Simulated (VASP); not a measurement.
Wanted: the native input for a VASP 6.6.1 run.

```yaml
Task: single point
Functional: LDA
Potentials_or_basis: VASP PAW LDA potentials, release 64 (Ti_sv, Li_sv)
Cutoff: 520 eV
k_mesh: 3 × 2 × 4
Occupations: fermi-dirac, width 0.15 eV
Spin: no spin polarisation
Dipole_correction: no
Further_INCAR_settings: ALGO = Normal; EDIFF = 1e-06; NBANDS = 86
```

The structure of LiTi12 (a cell with a defect) lies in POSCAR:

```
LiTi12
1.0
    5.9000000000      0.0000000000      0.0000000000
   -4.4250000000      7.6643250000      0.0000000000
    0.0000000000      0.0000000000      4.6846000000
Ti Li
12 1
Direct
    0.0286956652      0.0178013546     -0.0195527271
    0.1941126699      0.2236738975      0.4437642692
   -0.0554044362      0.2777115874     -0.1682107023
    0.2322160660      0.6281199518      0.6478389688
   -0.0148369322      0.6813024469      0.0381624755
    0.1483083489      0.8883937156      0.4992690394
    0.4751927079     -0.0184435312     -0.0314179611
    0.6254645441      0.2111821543      0.4228709580
    0.5030876184      0.3482181552     -0.0445292440
    0.6755383767      0.5582194664      0.5232693854
    0.5546179671      0.6957958486      0.0545058098
    0.7017290359      0.9249881898      0.5104696335
    0.0916318783      0.4527855430      1.2397146147
```

The input as run:

INCAR

```
SYSTEM = LiTi12
ALGO     = Normal         ! electronic algorithm
EDIFF    = 1E-6           ! SCF threshold, eV
ENCUT    = 520            ! plane-wave cutoff, eV
GGA      = CA             ! functional
ISIF     = 2              ! what is computed and relaxed
ISMEAR   = -1             ! smearing method
LASPH    = .TRUE.         ! aspherical terms in the spheres
LCHARG   = .FALSE.        ! write CHGCAR
LREAL    = .FALSE.        ! projectors in reciprocal space
LWAVE    = .FALSE.        ! write WAVECAR
NBANDS   = 86             ! bands
NELM     = 60             ! most SCF steps
PREC     = Accurate       ! precision mode
SIGMA    = 0.15           ! smearing width, eV
```

KPOINTS

```
k-points
0
G
  3 2 4
  0 0 0
```

Potentials or basis: VASP PAW LDA potentials, release 64 (Ti_sv, Li_sv).

Run with:

```console
$ cat potpaw_LDA.64/Ti_sv/POTCAR potpaw_LDA.64/Li_sv/POTCAR > POTCAR
$ mpirun -np 1 vasp_std > vasp.out
```

Results of the run:

```json
{
  "Largest force": "0.034 eV/Å",
  "Band gap on the k mesh": "zero (an odd number of electrons rules out a gap without spin polarisation)"
}
```

Caveat: the k points lie up to 0.41 Å⁻¹ apart, too coarse for converged energies and pressures of a metal.

Wall time 6.9 min on 1 thread of Oxide Virtual Turin-like Processor, with other jobs on the host, peak memory 0.33 GiB.
